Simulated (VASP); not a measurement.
Crystal: B.

```
CELL_PARAMETERS angstrom
1.72444 0.00000 0.00000
-0.86222 1.49341 0.00000
0.00000 0.00000 10.65656
ATOMIC_POSITIONS crystal
B 0.33333 0.66667 0.25000
B 0.66667 0.33333 0.75000
```

Base run:

```yaml
Program: VASP 6.6.1
Functional: RPBE
Potentials_or_basis: VASP PAW PBE potentials, release 64 (B)
Cutoff: 520 eV
k_mesh: 17 × 17 × 9
Occupations: fermi-dirac, width 0.1 eV
Spin: no spin polarisation
```

Its results: band gap on the k mesh zero (band 3 reaches 5.52 eV, above the bottom of band 4 at -5.04 eV); pressure -0.1 GPa.

**Question.** The run is repeated on the same cell with these changes: k mesh from 17 × 17 × 9 to 23 × 23 × 4. What comes out?

**Answer.** Band gap on the k mesh zero (band 3 reaches 5.73 eV, above the bottom of band 4 at -5.14 eV); pressure -1.2 GPa.

Caveats: the PAW data sets were made with another functional, which shifts forces and pressure a little; this functional lacks dispersion, which binds the layers, so the pressure and a relaxed spacing across them are unreliable.
